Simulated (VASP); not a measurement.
# CoSn3 (Cmce) in VASP: single point with PBEsol

Aim: the single point of CoSn3 with PBEsol.

Everything below comes from runs of VASP 6.6.1. Logs are shortened: lines on timing, memory, paths and dates and some standing lists are left out, and cuts for length are marked.

## 1. The cell of the first run

Symmetry: Cmce, No. 64, orthorhombic system. Conventional cell: a = 16.172 Å, b = 6.010 Å, c = 6.041 Å, α = 90.00°, β = 90.00°, γ = 90.00°. Within 3.4 Å of Co (site symmetry 2) lie 8 Sn at 2.60 to 2.63 Å and 1 Co at 2.62 Å. Within 3.4 Å of Sn (site symmetry m) lie 4 Co at 2.60 to 2.61 Å and 11 Sn at 2.79 to 3.39 Å. Within 3.6 Å of Sn (site symmetry 1) lie 2 Co at 2.60 to 2.63 Å and 10 Sn at 2.84 to 3.53 Å.

## 2. Single point, PBEsol (18.35 Å³/atom)

Contents of INCAR:

```
SYSTEM = CoSn3
PREC = Accurate
ENCUT = 520
EDIFF = 1E-7
ISMEAR = 0
SIGMA = 0.1
LREAL = Auto
LASPH = .TRUE.
NELM = 80
ALGO = Fast
ISIF = 2
LWAVE = .FALSE.
LCHARG = .FALSE.
GGA = PS
NBANDS = 116
KPAR = 4
```

Contents of KPOINTS:

```
Automatic mesh
0
G
  6 6 6
  0 0 0
```

Contents of POSCAR:

```
CoSn3
1.0
    8.0861768358     -3.0049460984      0.0000000000
    8.0861768358      3.0049460984      0.0000000000
    0.0000000000      0.0000000000      6.0407269907
Co Sn
4 12
Direct
    0.4189106775      0.4189106775      0.0000000000
    0.9189106775      0.9189106775      0.5000000000
    0.5810893225      0.5810893225      0.0000000000
    0.0810893225      0.0810893225      0.5000000000
    0.8362701405      0.1637298595      0.1638593644
    0.3362701405      0.6637298595      0.3361406356
    0.6637298595      0.3362701405      0.6638593644
    0.1637298595      0.8362701405      0.8361406356
    0.0120582607      0.6545088337      0.1756621749
    0.5120582607      0.1545088337      0.3243378251
    0.1545088337      0.5120582607      0.6756621749
    0.6545088337      0.0120582607      0.8243378251
    0.3454911663      0.9879417393      0.1756621749
    0.8454911663      0.4879417393      0.3243378251
    0.4879417393      0.8454911663      0.6756621749
    0.9879417393      0.3454911663      0.8243378251
```

Potentials or basis: VASP PAW PBE potentials, release 64 (Co, Sn_d).

Started as:

```sh
cat potpaw_PBE.64/Co/POTCAR potpaw_PBE.64/Sn_d/POTCAR > POTCAR
mpirun -np 4 vasp_std > vasp.out
```

OUTCAR:

```text
SYSTEM = CoSn3
   PREC = Accurate
   ENCUT = 520
   EDIFF = 1E-7
   ISMEAR = 0
   LREAL = Auto
   LASPH = .TRUE.
   NELM = 80
   ISIF = 2
   GGA = PS

 ion  position               nearest neighbor table
   1  0.419  0.419  0.000-   9 2.60  12 2.60   5 2.60   8 2.60   7 2.61   6 2.61   3 2.62  11 2.63
                            10 2.63
   2  0.919  0.919  0.500-  10 2.60  11 2.60   6 2.60   7 2.60   5 2.61   8 2.61   4 2.62   9 2.63
                            12 2.63
   3  0.581  0.581  0.000-  13 2.60  16 2.60   5 2.60   8 2.60   7 2.61   6 2.61   1 2.62  15 2.63
                            14 2.63
   4  0.081  0.081  0.500-  14 2.60  15 2.60   6 2.60   7 2.60   5 2.61   8 2.61   2 2.62  13 2.63
                            16 2.63
   5  0.836  0.164  0.164-   1 2.60   3 2.60   2 2.61   4 2.61   8 2.79  10 3.02  14 3.02   6 3.18
                             6 3.18   7 3.19   7 3.19  16 3.39  12 3.39   9 3.39  13 3.39
   6  0.336  0.664  0.336-   2 2.60   4 2.60   3 2.61   1 2.61   7 2.79   9 3.02  13 3.02   5 3.18
                             5 3.18   8 3.19   8 3.19  15 3.39  11 3.39  10 3.39  14 3.39
   7  0.664  0.336  0.664-   2 2.60   4 2.60   3 2.61   1 2.61   6 2.79  12 3.02  16 3.02   8 3.18
                             8 3.18   5 3.19   5 3.19  10 3.39  14 3.39  15 3.39  11 3.39
   8  0.164  0.836  0.836-   1 2.60   3 2.60   2 2.61   4 2.61   5 2.79  11 3.02  15 3.02   7 3.18
                             7 3.18   6 3.19   6 3.19   9 3.39  13 3.39  16 3.39  12 3.39
   9  0.012  0.655  0.176-   1 2.60   2 2.63  14 2.84   6 3.02  12 3.02  10 3.14  10 3.14  11 3.14
                            11 3.14   8 3.39   5 3.39  16 3.53
  10  0.512  0.155  0.324-   2 2.60   1 2.63  13 2.84   5 3.02  11 3.02   9 3.14   9 3.14  12 3.14
                            12 3.14   7 3.39   6 3.39  15 3.53
  11  0.155  0.512  0.676-   2 2.60   1 2.63  16 2.84   8 3.02  10 3.02  12 3.14  12 3.14   9 3.14
                             9 3.14   6 3.39   7 3.39  14 3.53
  12  0.655  0.012  0.824-   1 2.60   2 2.63  15 2.84   7 3.02   9 3.02  11 3.14  11 3.14  10 3.14
                            10 3.14   5 3.39   8 3.39  13 3.53
  13  0.345  0.988  0.176-   3 2.60   4 2.63  10 2.84   6 3.02  16 3.02  14 3.14  14 3.14  15 3.14
                            15 3.14   8 3.39   5 3.39  12 3.53
  14  0.845  0.488  0.324-   4 2.60   3 2.63   9 2.84   5 3.02  15 3.02  13 3.14  13 3.14  16 3.14
                            16 3.14   7 3.39   6 3.39  11 3.53
  15  0.488  0.845  0.676-   4 2.60   3 2.63  12 2.84   8 3.02  14 3.02  16 3.14  16 3.14  13 3.14
                            13 3.14   6 3.39   7 3.39  10 3.53
  16  0.988  0.345  0.824-   3 2.60   4 2.63  11 2.84   7 3.02  13 3.02  15 3.14  15 3.14  14 3.14
                            14 3.14   5 3.39   8 3.39   9 3.53

  LATTYP: Found a base centered orthorhombic cell.
 ALAT       =     6.0098921968
 B/A-ratio  =     2.6909557014
 C/A-ratio  =     1.0051306734

  Lattice vectors:

 A1 = (  -8.0861768358,  -3.0049460984,   0.0000000000)
 A2 = (   8.0861768358,  -3.0049460984,   0.0000000000)
 A3 = (   0.0000000000,   0.0000000000,   6.0407269907)

Analysis of symmetry for initial positions (statically):
=====================================================================
 Subroutine PRICEL returns:
 Original cell was already a primitive cell.

 Routine SETGRP: Setting up the symmetry group for a
 base centered orthorhombic supercell.

 Subroutine GETGRP returns: Found  8 space group operations
 (whereof  4 operations were pure point group operations)
 out of a pool of  8 trial point group operations.

The static configuration has the point symmetry C_2h.
 The point group associated with its full space group is D_2h.

Analysis of symmetry for dynamics (positions and initial velocities):
=====================================================================
 Subroutine PRICEL returns:
 Original cell was already a primitive cell.

 Routine SETGRP: Setting up the symmetry group for a
 base centered orthorhombic supercell.

 Subroutine GETGRP returns: Found  8 space group operations
 (whereof  4 operations were pure point group operations)
 out of a pool of  8 trial point group operations.

The dynamic configuration has the point symmetry C_2h.
 The point group associated with its full space group is D_2h.

 Subroutine INISYM returns: Found  8 space group operations
 (whereof  4 operations are pure point group operations),
 and found     1 'primitive' translations

----------------------------------------------------------------------------------------

                                     Primitive cell

  volume of cell :     293.5615

  direct lattice vectors                    reciprocal lattice vectors
     8.086176836 -3.004946098  0.000000000     0.061833919 -0.166392336  0.000000000
     8.086176836  3.004946098  0.000000000     0.061833919  0.166392336  0.000000000
     0.000000000  0.000000000  6.040726991     0.000000000  0.000000000  0.165542989

  length of vectors
     8.626468389  8.626468389  6.040726991     0.177510120  0.177510120  0.165542989

  position of ions in fractional coordinates (direct lattice)
     0.418910678  0.418910678  0.000000000
     0.918910678  0.918910678  0.500000000
     0.581089322  0.581089322  0.000000000
     0.081089322  0.081089322  0.500000000
     0.836270140  0.163729860  0.163859364
     0.336270140  0.663729860  0.336140636
[... 8 lines left out ...]
     0.487941739  0.845491166  0.675662175
     0.987941739  0.345491166  0.824337825

  ion indices of the primitive-cell ions
   primitive index   ion index
                 1           1
                 2           2
                 3           3
                 4           4
                 5           5
                 6           6
[... 8 lines left out ...]
                15          15
                16          16

----------------------------------------------------------------------------------------

 KPOINTS: Automatic mesh

Automatic generation of k-mesh.
 Grid dimensions read from file:
 generate k-points for:    6    6    6

 Generating k-lattice:

  Cartesian coordinates                     Fractional coordinates (reciprocal lattice)
     0.010305653 -0.027732056  0.000000000     0.166666667 -0.000000000  0.000000000
     0.010305653  0.027732056  0.000000000    -0.000000000  0.166666667  0.000000000
     0.000000000  0.000000000  0.027590498     0.000000000  0.000000000  0.166666667

  Length of vectors
     0.029585020  0.029585020  0.027590498

  Shift w.r.t. Gamma in fractional coordinates (k-lattice)
     0.000000000  0.000000000  0.000000000

 Subroutine IBZKPT returns following result:
 ===========================================

 Found     52 irreducible k-points:

 Following reciprocal coordinates:
            Coordinates               Weight
  0.000000  0.000000  0.000000      1.000000
  0.166667  0.000000  0.000000      4.000000
  0.333333  0.000000  0.000000      4.000000
  0.500000  0.000000  0.000000      2.000000
  0.166667  0.166667  0.000000      2.000000
  0.333333  0.166667  0.000000      4.000000
[... 16 lines left out ...]
  0.333333  0.333333  0.166667      4.000000
  0.500000  0.333333  0.166667      8.000000
 [... further k-points ...]
   k-points           NKPTS =     52   k-points in BZ     NKDIM =     52   number of bands    NBANDS=    116
   number of dos      NEDOS =    301   number of ions     NIONS =     16
   total plane-waves  NPLWV = 196608
   dimension x,y,z NGX =    64 NGY =   64 NGZ =   48
   dimension x,y,z NGXF=   128 NGYF=  128 NGZF=   96
   ions per type =               4  12
   NGX,Y,Z   is equivalent  to a cutoff of  12.33, 12.33, 13.21 a.u.
   NGXF,Y,Z  is equivalent  to a cutoff of  24.67, 24.67, 26.42 a.u.
 SYSTEM =  CoSn3
   PREC   = accura    normal or accurate (medium, high low for compatibility)
   ISTART =      0    job   : 0-new  1-cont  2-samecut
   ICHARG =      2    charge: 1-file 2-atom 10-const
   ISPIN  =      1    spin polarized calculation?
   LNONCOLLINEAR =      F non collinear calculations
   LSORBIT =      F    spin-orbit coupling
   LASPH  =      T    aspherical Exc in radial PAW
   ENCUT  =  520.0 eV  38.22 Ry    6.18 a.u.  16.04 16.04 11.23*2*pi/ulx,y,z
   NELM   =     80;   NELMIN=  2; NELMDL= -5     # of ELM steps
   EDIFF  = 0.1E-06   stopping-criterion for ELM
   LREAL  =      T    real-space projection
   EDIFFG = 0.1E-05   stopping-criterion for IOM
   NSW    =      0    number of steps for IOM
   IBRION =     -1    ionic relax: 0-MD 1-quasi-New 2-CG
   NFREE  =      0    steps in history (QN), initial steepest desc. (CG)
   ISIF   =      2    stress and relaxation
   ISYM   =      2    0-nonsym 1-usesym 2-fastsym
   POTIM  = 0.5000    time-step for ionic-motion
   TEBEG  =    0.0;   TEEND  =   0.0 temperature during run
   PSTRESS=    0.0 pullay stress
   NELECT =     204.0000    total number of electrons
   NUPDOWN=      -1.0000    fix difference up-down
   EMIN   =  10.00;   EMAX   =-10.00  energy-range for DOS
   EFERMI =   0.00;   METHOD = LEGACY
   ISMEAR =     0;   SIGMA  =   0.10  broadening in eV -4-tet -1-fermi 0-gaus
   EFERMI_NEDOS =   21; number of points for ismear=-14 and -15
   IALGO  =     68    algorithm
   IMIX   =      4    mixing-type and parameters
     AMIX     =   0.40;   BMIX     =  1.00
     AMIX_MAG =   1.60;   BMIX_MAG =  1.00
  volume/ion in A,a.u.               =      18.35       123.82
  Fermi-wavevector in a.u.,A,eV,Ry     =   1.450057  2.740211 28.608512  2.102666
  Thomas-Fermi vector in A             =   2.567713
   LORBIT       =      0    0 simple, 1 ext, 2 COOP (PROOUT), +10 PAW based schemes
   GGA     = PS    functional components
   LHFCALC =     F    Hartree Fock is set to
   AEXX    =    0.0000 exact exchange contribution
   IVDW    =     0    specifies the selected vdW correction
   LEPSILON=     F    determine dielectric tensor
   LRPA    =     F    only Hartree local field effects (RPA)
 non-spin polarized calculation
 RMM-DIIS sequential band-by-band and
 Gauss-broadening in eV      SIGMA  =   0.10
  energy-cutoff  :      520.00
  volume of cell :      293.56
 maximum number of plane-waves:      7928
   NGX = 33   NGY = 33   NGZ = 23

 number of electron     204.0000014 magnetization

 Free energy of the ion-electron system (eV)
  ---------------------------------------------------
  ext. energy  EPLUGINS =         0.00000000
  ---------------------------------------------------
  free energy    TOTEN  =       -83.03420508 eV

  energy without entropy =      -83.01249203  energy(sigma->0) =      -83.02334856

 E-fermi :  11.0110     XC(G=0): -12.0191

 val. band max:       10.9973204433   @ k =   0.1667   0.0000   0.3333
 cond. band min:      11.0171947907   @ k =   0.1667   0.0000   0.1667
 fundamental gap:      0.0198743474
 Fermi energy:        11.0109793812

 k-point     1 :       0.0000    0.0000    0.0000
  band No.  band energies     occupation
      1     -10.5333      2.00000
      2     -10.5200      2.00000
      3     -10.5090      2.00000
      4     -10.4876      2.00000
      5     -10.4717      2.00000
      6     -10.4572      2.00000
[... 106 lines left out ...]
    113      13.8786      0.00000
    114      13.9898      0.00000

 k-point     2 :       0.1667    0.0000    0.0000
  band No.  band energies     occupation
      1     -10.5324      2.00000
      2     -10.5189      2.00000
      3     -10.5130      2.00000
      4     -10.4924      2.00000
      5     -10.4683      2.00000
      6     -10.4583      2.00000
[... 2566 lines left out ...]
 k-point    24 :       0.5000    0.3333    0.1667
  band No.  band energies     occupation
      1     -10.5280      2.00000
      2     -10.5225      2.00000
      3     -10.5106      2.00000
      4     -10.4872      2.00000
      5     -10.4691      2.00000
      6     -10.4577      2.00000
[... 106 lines left out ...]
    113      14.1979      0.00000
    114      14.7474      0.00000

 [... further k-points ...]

 [bands above 114 left out]

------------------------ aborting loop because EDIFF is reached ----------------------------------------

  FORCE on cell =-STRESS in cart. coord.  units (eV):
  Direction    XX          YY          ZZ          XY          YZ          ZX
  --------------------------------------------------------------------------------------
  -------------------------------------------------------------------------------------
  Total       19.7139812     19.5144045     19.4578518      0.0000000      0.0000000      0.0000000
  in kB      107.5934405    106.5042063    106.1955576      0.0000000      0.0000000      0.0000000
  external PRESSURE =     106.7644015 kB  Pullay stress =       0.0000000 kB

 VOLUME and BASIS-vectors are now :
 -----------------------------------------------------------------------------
  energy-cutoff  :      520.00
  volume of cell :      293.56
      direct lattice vectors                 reciprocal lattice vectors
     8.086176836 -3.004946098  0.000000000     0.061833919 -0.166392336  0.000000000
     8.086176836  3.004946098  0.000000000     0.061833919  0.166392336  0.000000000
     0.000000000  0.000000000  6.040726991     0.000000000  0.000000000  0.165542989

 POSITION                                       TOTAL-FORCE (eV/Angst)
 -----------------------------------------------------------------------------------
      6.77477      0.00000      0.00000        -0.011533      0.000000     -0.000000
     14.86095      0.00000      3.02036        -0.011533      0.000000     -0.000000
      9.39758      0.00000      0.00000         0.011533      0.000000     -0.000000
      1.31141      0.00000      3.02036         0.011533      0.000000     -0.000000
      8.08618     -2.02095      0.98983         0.000000      0.004437      0.015726
      8.08618      0.98400      2.03053         0.000000      0.004437     -0.015726
[... 8 lines left out ...]
     10.78237      1.07442      4.08149        -0.003223      0.003397     -0.008496
     10.78237     -1.93053      4.97960        -0.003223      0.003397      0.008496
 -----------------------------------------------------------------------------------
    total drift:                               -0.000000     -0.000000      0.000000

  FREE ENERGIE OF THE ION-ELECTRON SYSTEM (eV)
  ---------------------------------------------------
  free  energy   TOTEN  =       -83.0342050785 eV

  energy  without entropy=      -83.0124920330  energy(sigma->0) =      -83.02334856
```

It took 70 min on 4 MPI ranks of Oxide Virtual Turin-like, shared host; peak memory 1.2 GiB.

Results:

- Free energy: -83.0342 eV
- Pressure: 10.7 GPa
- Largest force: 0.016 eV/Å
- Band gap on the k mesh: zero (bands 102 and 103 overlap by 0.60 eV)

Forces on the atoms (eV/Å):
```
Co  -0.012  0.000  0.000
Co  -0.012  0.000  0.000
Co   0.012  0.000  0.000
Co   0.012  0.000  0.000
Sn   0.000  0.004  0.016
Sn   0.000  0.004 -0.016
Sn   0.000 -0.004  0.016
Sn   0.000 -0.004 -0.016
Sn   0.003 -0.003 -0.008
Sn   0.003 -0.003  0.008
Sn   0.003  0.003 -0.008
Sn   0.003  0.003  0.008
Sn  -0.003 -0.003 -0.008
Sn  -0.003 -0.003  0.008
Sn  -0.003  0.003 -0.008
Sn  -0.003  0.003  0.008
```

Stress tensor (GPa, compression positive):
```
10.76  0.00  0.00
 0.00 10.65  0.00
 0.00  0.00 10.62
```

Caveat: the cell stands under pressure; the PAW data sets were made with another functional, which shifts forces and pressure a little; spin-orbit coupling is left out, which moves the levels of the heavy elements; the run has no spin polarisation, though such a crystal can be magnetic.
